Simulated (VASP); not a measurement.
# CaSi2N3 (P6/mmm) in VASP: single point with PBE

Aim: the single point of CaSi2N3 with PBE.

Program: VASP 6.6.1. These are calculated values, not measurements. Logs are shortened: lines on timing, memory, paths and dates and some standing lists are left out, and cuts for length are marked.

### 1 The cell of the first run

It takes space group P6/mmm (No. 191, hexagonal). The conventional cell has a = 3.907 Å, b = 3.907 Å, c = 6.615 Å, α = 90.00°, β = 90.00°, γ = 120.00°. Ca (site symmetry 6/mmm) has 6 N at 1.95 Å and 2 Si at 2.08 Å within 2.6 Å. Si (site symmetry 6mm) has 1 Ca at 2.08 Å and 1 Si at 2.45 Å within 2.8 Å. N (site symmetry mmm) has 2 Ca at 1.95 Å and 4 N at 1.95 Å within 2.6 Å.

### 2 Single point, PBE

File INCAR:

```
PREC = Accurate
ENCUT = 520
EDIFF = 1E-6
ISMEAR = 0
SIGMA = 0.1
LREAL = F
LASPH = T
NELM = 60
ALGO = Normal
ISIF = 2
LWAVE = F
LCHARG = F
GGA = PE
NBANDS = 26
```

File KPOINTS:

```
Automatic mesh
0
Gamma
  6 6 4
```

File POSCAR:

```
CaSi2N3
1.0
    3.9072858100      0.0000000000      0.0000000000
   -1.9536429100      3.3838087800      0.0000000000
    0.0000000000      0.0000000000      6.6146871900
Ca Si N
1 2 3
Direct
    0.0000000000      0.0000000000      0.5000000000
    0.0000000000      0.0000000000      0.1853682100
    0.0000000000      0.0000000000      0.8146317900
    0.5000000000      0.0000000000      0.5000000000
    0.0000000000      0.5000000000      0.5000000000
    0.5000000000      0.5000000000      0.5000000000
```

Potentials or basis: VASP PAW PBE potentials, release 64 (Ca_sv, Si, N).

Launch:

```bash
cat potpaw_PBE.64/Ca_sv/POTCAR potpaw_PBE.64/Si/POTCAR potpaw_PBE.64/N/POTCAR > POTCAR
mpirun -np 1 vasp_std > vasp.out
```

OUTCAR:

```text
PREC = Accurate
   ENCUT = 520
   EDIFF = 1E-6
   ISMEAR = 0
   LREAL = F
   LASPH = T
   NELM = 60
   ISIF = 2
   GGA = PE

 ion  position               nearest neighbor table
   1  0.000  0.000  0.500-   4 1.95   4 1.95   6 1.95   6 1.95   5 1.95   5 1.95   2 2.08   3 2.08

   2  0.000  0.000  0.185-   1 2.08   3 2.45
   3  0.000  0.000  0.815-   1 2.08   2 2.45
   4  0.500  0.000  0.500-   1 1.95   1 1.95
   5  0.000  0.500  0.500-   1 1.95   1 1.95
   6  0.500  0.500  0.500-   1 1.95   1 1.95

  LATTYP: Found a hexagonal cell.
 ALAT       =     3.9072858100
 C/A-ratio  =     1.6929110159

  Lattice vectors:

 A1 = (   3.9072858100,   0.0000000000,   0.0000000000)
 A2 = (  -1.9536429100,   3.3838087800,   0.0000000000)
 A3 = (   0.0000000000,   0.0000000000,   6.6146871900)

Analysis of symmetry for initial positions (statically):
=====================================================================
 Subroutine PRICEL returns:
 Original cell was already a primitive cell.

 Routine SETGRP: Setting up the symmetry group for a
 hexagonal supercell.

 Subroutine GETGRP returns: Found 24 space group operations
 (whereof 24 operations were pure point group operations)
 out of a pool of 24 trial point group operations.

The static configuration has the point symmetry D_6h.

Analysis of symmetry for dynamics (positions and initial velocities):
=====================================================================
 Subroutine PRICEL returns:
 Original cell was already a primitive cell.

 Routine SETGRP: Setting up the symmetry group for a
 hexagonal supercell.

 Subroutine GETGRP returns: Found 24 space group operations
 (whereof 24 operations were pure point group operations)
 out of a pool of 24 trial point group operations.

The dynamic configuration has the point symmetry D_6h.

 Subroutine INISYM returns: Found 24 space group operations
 (whereof 24 operations are pure point group operations),
 and found     1 'primitive' translations

----------------------------------------------------------------------------------------

                                     Primitive cell

  volume of cell :      87.4561

  direct lattice vectors                    reciprocal lattice vectors
     3.907285810  0.000000000  0.000000000     0.255932135  0.147762487  0.000000000
    -1.953642910  3.383808780  0.000000000     0.000000000  0.295524973  0.000000000
     0.000000000  0.000000000  6.614687190     0.000000000  0.000000000  0.151178729

  length of vectors
     3.907285810  3.907285820  6.614687190     0.295524974  0.295524973  0.151178729

  position of ions in fractional coordinates (direct lattice)
     0.000000000  0.000000000  0.500000000
     0.000000000  0.000000000  0.185368210
     0.000000000  0.000000000  0.814631790
     0.500000000  0.000000000  0.500000000
     0.000000000  0.500000000  0.500000000
     0.500000000  0.500000000  0.500000000

  ion indices of the primitive-cell ions
   primitive index   ion index
                 1           1
                 2           2
                 3           3
                 4           4
                 5           5
                 6           6

----------------------------------------------------------------------------------------

 KPOINTS: Automatic mesh

Automatic generation of k-mesh.
 Grid dimensions read from file:
 generate k-points for:    6    6    4

 Generating k-lattice:

  Cartesian coordinates                     Fractional coordinates (reciprocal lattice)
     0.042655356  0.024627081  0.000000000     0.166666667  0.000000000  0.000000000
     0.000000000  0.049254162  0.000000000     0.000000000  0.166666667  0.000000000
     0.000000000  0.000000000  0.037794682     0.000000000  0.000000000  0.250000000

  Length of vectors
     0.049254162  0.049254162  0.037794682

  Shift w.r.t. Gamma in fractional coordinates (k-lattice)
     0.000000000  0.000000000  0.000000000

 Subroutine IBZKPT returns following result:
 ===========================================

 Found     21 irreducible k-points:

 Following reciprocal coordinates:
            Coordinates               Weight
  0.000000  0.000000  0.000000      1.000000
  0.166667  0.000000  0.000000      6.000000
  0.333333  0.000000  0.000000      6.000000
  0.500000  0.000000  0.000000      3.000000
  0.166667  0.166667  0.000000      6.000000
  0.333333  0.166667  0.000000     12.000000
[... 13 lines left out ...]
  0.333333  0.166667  0.500000     12.000000
  0.333333  0.333333  0.500000      2.000000
   k-points           NKPTS =     21   k-points in BZ     NKDIM =     21   number of bands    NBANDS=     26
   number of dos      NEDOS =    301   number of ions     NIONS =      6
   total plane-waves  NPLWV =  45000
   dimension x,y,z NGX =    30 NGY =   30 NGZ =   50
   dimension x,y,z NGXF=    60 NGYF=   60 NGZF=  100
   ions per type =               1   2   3
   NGX,Y,Z   is equivalent  to a cutoff of  12.76, 12.76, 12.57 a.u.
   NGXF,Y,Z  is equivalent  to a cutoff of  25.53, 25.53, 25.13 a.u.
 SYSTEM =  unknown system
   PREC   = accura    normal or accurate (medium, high low for compatibility)
   ISTART =      0    job   : 0-new  1-cont  2-samecut
   ICHARG =      2    charge: 1-file 2-atom 10-const
   ISPIN  =      1    spin polarized calculation?
   LNONCOLLINEAR =      F non collinear calculations
   LSORBIT =      F    spin-orbit coupling
   LASPH  =      T    aspherical Exc in radial PAW
   ENCUT  =  520.0 eV  38.22 Ry    6.18 a.u.   7.26  7.26 12.30*2*pi/ulx,y,z
   NELM   =     60;   NELMIN=  2; NELMDL= -5     # of ELM steps
   EDIFF  = 0.1E-05   stopping-criterion for ELM
   LREAL  =      F    real-space projection
   EDIFFG = 0.1E-04   stopping-criterion for IOM
   NSW    =      0    number of steps for IOM
   IBRION =     -1    ionic relax: 0-MD 1-quasi-New 2-CG
   NFREE  =      0    steps in history (QN), initial steepest desc. (CG)
   ISIF   =      2    stress and relaxation
   ISYM   =      2    0-nonsym 1-usesym 2-fastsym
   POTIM  = 0.5000    time-step for ionic-motion
   TEBEG  =    0.0;   TEEND  =   0.0 temperature during run
   PSTRESS=    0.0 pullay stress
   NELECT =      33.0000    total number of electrons
   NUPDOWN=      -1.0000    fix difference up-down
   EMIN   =  10.00;   EMAX   =-10.00  energy-range for DOS
   EFERMI =   0.00;   METHOD = LEGACY
   ISMEAR =     0;   SIGMA  =   0.10  broadening in eV -4-tet -1-fermi 0-gaus
   EFERMI_NEDOS =   21; number of points for ismear=-14 and -15
   IALGO  =     38    algorithm
   IMIX   =      4    mixing-type and parameters
     AMIX     =   0.40;   BMIX     =  1.00
     AMIX_MAG =   1.60;   BMIX_MAG =  1.00
  volume/ion in A,a.u.               =      14.58        98.36
  Fermi-wavevector in a.u.,A,eV,Ry     =   1.182994  2.235535 19.041025  1.399476
  Thomas-Fermi vector in A             =   2.319238
   LORBIT       =      0    0 simple, 1 ext, 2 COOP (PROOUT), +10 PAW based schemes
   GGA     = PE    functional components
   LHFCALC =     F    Hartree Fock is set to
   AEXX    =    0.0000 exact exchange contribution
   IVDW    =     0    specifies the selected vdW correction
   LEPSILON=     F    determine dielectric tensor
   LRPA    =     F    only Hartree local field effects (RPA)
 non-spin polarized calculation
 Gauss-broadening in eV      SIGMA  =   0.10
  energy-cutoff  :      520.00
  volume of cell :       87.46
 maximum number of plane-waves:      2387
 NGX is ok and might be reduce to    30
   NGX = 15   NGY = 15   NGZ = 25

 number of electron      32.9999992 magnetization

 Free energy of the ion-electron system (eV)
  ---------------------------------------------------
  ext. energy  EPLUGINS =         0.00000000
  ---------------------------------------------------
  free energy    TOTEN  =       -17.50347290 eV

  energy without entropy =      -17.49170618  energy(sigma->0) =      -17.49758954

 E-fermi :   4.3993     XC(G=0):  -9.9540

 val. band max:        4.3780101957   @ k =   0.1667   0.0000   0.2500
 cond. band min:       4.4360756393   @ k =   0.3333   0.1667   0.0000
 fundamental gap:      0.0580654435
 Fermi energy:         4.3992856225

 k-point     1 :       0.0000    0.0000    0.0000
  band No.  band energies     occupation
      1     -33.1711      2.00000
      2     -15.7555      2.00000
      3     -15.2110      2.00000
      4     -15.2110      2.00000
      5     -13.0592      2.00000
      6      -7.1862      2.00000
[... 18 lines left out ...]
     25      12.1370      0.00000
     26      12.5330      0.00000

 k-point     2 :       0.1667    0.0000    0.0000
  band No.  band energies     occupation
      1     -33.1589      2.00000
      2     -15.8485      2.00000
      3     -15.7344      2.00000
      4     -15.3006      2.00000
      5     -12.1270      2.00000
      6      -7.9067      2.00000
[... 18 lines left out ...]
     25      11.8649      0.00000
     26      11.9170      0.00000

 k-point     3 :       0.3333    0.0000    0.0000
  band No.  band energies     occupation
      1     -33.1343      2.00000
      2     -16.5938      2.00000
      3     -15.6917      2.00000
      4     -15.4673      2.00000
      5     -10.8679      2.00000
      6      -8.4586      2.00000
[... 18 lines left out ...]
     25      11.8217      0.00000
     26      12.2522      0.00000

 k-point     4 :       0.5000    0.0000    0.0000
  band No.  band energies     occupation
      1     -33.1220      2.00000
      2     -16.8694      2.00000
      3     -15.6701      2.00000
      4     -15.5454      2.00000
      5     -10.5416      2.00000
      6      -8.2337      2.00000
[... 18 lines left out ...]
     25      11.1670      0.00000
     26      11.9128      0.00000
[... 409 lines left out ...]
      1     -33.1405      2.00000
      2     -16.3687      2.00000
      3     -15.7066      2.00000
      4     -15.5431      2.00000
      5     -10.9650      2.00000
      6      -8.5120      2.00000
[... 18 lines left out ...]
     25       9.4661      0.00000
     26      10.2447      0.00000

 k-point    20 :       0.3333    0.1667    0.5000
  band No.  band energies     occupation
      1     -33.1220      2.00000
      2     -16.7033      2.00000
      3     -15.8363      2.00000
      4     -15.6740      2.00000
      5      -9.9055      2.00000
      6      -8.5302      2.00000
[... 18 lines left out ...]
     25       9.7231      0.00000
     26      10.9626      0.00000

 k-point    21 :       0.3333    0.3333    0.5000
  band No.  band energies     occupation
      1     -33.1158      2.00000
      2     -16.4092      2.00000
      3     -16.4092      2.00000
      4     -15.6632      2.00000
      5      -8.6249      2.00000
      6      -8.6249      2.00000
[... 18 lines left out ...]
     25      10.4670      0.00000
     26      10.4670      0.00000

------------------------ aborting loop because EDIFF is reached ----------------------------------------

  FORCE on cell =-STRESS in cart. coord.  units (eV):
  Direction    XX          YY          ZZ          XY          YZ          ZX
  --------------------------------------------------------------------------------------
  -------------------------------------------------------------------------------------
  Total       23.2510373     23.2510374     22.7585013     -0.0000000     -0.0000000      0.0000000
  in kB      425.9539124    425.9539146    416.9307593     -0.0000006     -0.0000000      0.0000000
  external PRESSURE =     422.9461954 kB  Pullay stress =       0.0000000 kB

 VOLUME and BASIS-vectors are now :
 -----------------------------------------------------------------------------
  energy-cutoff  :      520.00
  volume of cell :       87.46
      direct lattice vectors                 reciprocal lattice vectors
     3.907285810  0.000000000  0.000000000     0.255932135  0.147762487  0.000000000
    -1.953642910  3.383808780  0.000000000     0.000000000  0.295524973  0.000000000
     0.000000000  0.000000000  6.614687190     0.000000000  0.000000000  0.151178729

 POSITION                                       TOTAL-FORCE (eV/Angst)
 -----------------------------------------------------------------------------------
      0.00000      0.00000      3.30734        -0.000000      0.000000      0.000000
      0.00000      0.00000      1.22615        -0.000000      0.000000     -6.788764
      0.00000      0.00000      5.38853         0.000000     -0.000000      6.788764
      1.95364      0.00000      3.30734        -0.000000      0.000000      0.000000
     -0.97682      1.69190      3.30734        -0.000000      0.000000      0.000000
      0.97682      1.69190      3.30734        -0.000000      0.000000      0.000000
 -----------------------------------------------------------------------------------
    total drift:                               -0.000000      0.000000     -0.000000

  FREE ENERGIE OF THE ION-ELECTRON SYSTEM (eV)
  ---------------------------------------------------
  free  energy   TOTEN  =       -17.5034728965 eV

  energy  without entropy=      -17.4917061780  energy(sigma->0) =      -17.49758954
```

It took 82 s on 1 thread of Intel Xeon 8259CL, shared host; peak memory 0.22 GiB.

What came out:

- Free energy: -17.5035 eV
- Pressure: 42.3 GPa
- Largest force: 6.789 eV/Å

Forces on the atoms (eV/Å):
```
Ca   0.000  0.000  0.000
Si   0.000  0.000 -6.789
Si   0.000  0.000  6.789
N    0.000  0.000  0.000
N    0.000  0.000  0.000
N    0.000  0.000  0.000
```

Caveat: forces of over 1 eV/Å act on the atoms, so gaps and moduli don't describe the material at rest.
